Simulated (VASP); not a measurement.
Here is a VASP 6.6.1 calculation.

The input POSCAR:

```
Ba
1.0
    2.5050000000      2.5050000000      2.5050000000
   -2.5050000000      2.5050000000      2.5050000000
   -2.5050000000     -2.5050000000      2.5050000000
Ba
1
Direct
    0.0000000000      0.0000000000      0.0000000000
```

INCAR.step1

```
SYSTEM = Ba
PREC     = Accurate       ! precision mode
ENCUT    = 600            ! plane-wave cutoff, eV
ISMEAR   = 0              ! smearing method
SIGMA    = 0.1            ! smearing width, eV
LREAL    = .FALSE.        ! projectors in reciprocal space
LASPH    = .TRUE.         ! aspherical terms in the spheres
NELM     = 80             ! most SCF steps
GGA      = PE             ! functional
ALGO     = Normal         ! electronic algorithm
EDIFF    = 1E-4           ! SCF threshold, eV
LWAVE    = .TRUE.         ! write WAVECAR
LCHARG   = .FALSE.        ! write CHGCAR
```

The input INCAR.step2:

```
SYSTEM = Ba
PREC     = Accurate       ! precision mode
ENCUT    = 600            ! plane-wave cutoff, eV
EDIFF    = 1E-7           ! SCF threshold, eV
ISMEAR   = 0              ! smearing method
SIGMA    = 0.1            ! smearing width, eV
LREAL    = .FALSE.        ! projectors in reciprocal space
LASPH    = .TRUE.         ! aspherical terms in the spheres
NELM     = 80             ! most SCF steps
ALGO     = Normal         ! electronic algorithm
ISIF     = 3              ! what is computed and relaxed
LWAVE    = .FALSE.        ! write WAVECAR
LCHARG   = .FALSE.        ! write CHGCAR
METAGGA  = R2SCAN         ! meta-GGA
LMIXTAU  = .TRUE.       
IBRION   = 2              ! ionic algorithm
NSW      = 80             ! ionic steps
EDIFFG   = -0.02          ! ionic threshold
ISTART   = 1
```

KPOINTS

```
regular mesh
0
G
  6 6 6
  0 0 0
```

Potentials or basis: VASP PAW PBE potentials, release 64 (Ba_sv).

Launch:

```bash
$ cat potpaw_PBE.64/Ba_sv/POTCAR > POTCAR
$ cp INCAR.step1 INCAR
$ mpirun -np 1 vasp_std > vasp.out
$ cp INCAR.step2 INCAR
$ mpirun -np 1 vasp_std > vasp.out
```

Estimate the relaxed cell.

a = 4.407 Å, b = 4.407 Å, c = 4.407 Å, α = 70.53°, β = 109.47°, γ = 70.53°.

Predict the relaxed volume.

65.89 Å³/atom.

Estimate the space group after relaxing (to 0.1 Å).

Im-3m (No. 229).

Step by step:
| step | energy change (eV) | largest force (eV/Å) | pressure (GPa) | volume (Å³) |
| --- | --- | --- | --- | --- |
| 1 | 0.0000 | 0.0000 | 0.46 | 62.88 |
| 2 | -0.0034 | 0.0000 | 0.21 | 64.53 |
| 3 | -0.0045 | 0.0000 | -0.06 | 66.28 |
| 4 | -0.0045 | 0.0000 | 0.03 | 65.89 |

Caveat: the PAW data sets were made with another functional, which shifts forces and pressure a little.
